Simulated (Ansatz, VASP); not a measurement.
**Two plane-wave programs on Al**

```
CELL_PARAMETERS angstrom
0.00000 1.99191 1.99191
1.99191 0.00000 1.99191
1.99191 1.99191 0.00000
ATOMIC_POSITIONS crystal
Al 0.00000 0.00000 0.00000
```

Alike in both runs: functional PBE; dispersion D3(BJ); k mesh 16 × 16 × 16; no spin polarisation.

Ansatz relaxed the structure, and its values are those at the end. VASP's run is a single point on that final structure, the one shown.

|  | VASP | Ansatz |
| --- | --- | --- |
| version | VASP 6.6.1 | Ansatz 0.2.0 |
| potentials or method | VASP PAW PBE potentials, release 64 (Al) | plane waves, PAW |
| plane-wave cutoff (eV) | 520 | 420 |
| occupations | fermi-dirac, width 0.1 eV | fermi-dirac |
| valence electrons in the cell | 3 | 3 |

VASP gave:

* pressure (GPa): -0.1

**Question.** Which values does Ansatz return?

**Answer.** Pressure (GPa): 0.0.
